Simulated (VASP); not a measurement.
Input of a VASP 6.6.1 run:

File INCAR:

```
ALGO = Normal ; EDIFF = 1E-6
ENCUT = 500 ; GGA = RE
GGA_COMPAT = F ; ISIF = 2
ISMEAR = -5 ; ISYM = 0
LASPH = T ; LCHARG = F
LREAL = F ; LWAVE = F
NBANDS = 12 ; NELM = 120
PREC = Accurate ; SIGMA = 0.1
```

KPOINTS

```
Automatic mesh
0
Gamma
  7 7 7
  0.5 0.5 0.5
```

The input POSCAR:

```
Au
1.0
    0.0000000000      2.0523340000      2.0523340000
    2.0523340000      0.0000000000      2.0523340000
    2.0523340000      2.0523340000      0.0000000000
Au
1
Direct
    0.0000000000      0.0000000000      0.0000000000
```

Potentials or basis: VASP PAW PBE potentials, release 64 (Au).

The run is started by

```sh
$ cat potpaw_PBE.64/Au/POTCAR > POTCAR
$ mpirun -np 1 vasp_std > vasp.out
```

Problem. What does it give for the pressure?

Solution. 8.6 GPa.

Problem. Predict the band gap on the k mesh.

Solution. Zero (an odd number of electrons rules out a gap without spin polarisation).

Caveat: the k points lie up to 0.38 Å⁻¹ apart, too coarse for converged energies and pressures of a metal; the PAW data sets were made with another functional, which shifts forces and pressure a little; spin-orbit coupling is left out, which moves the levels of the heavy elements; tetrahedron occupations give inexact forces and stress in metals.
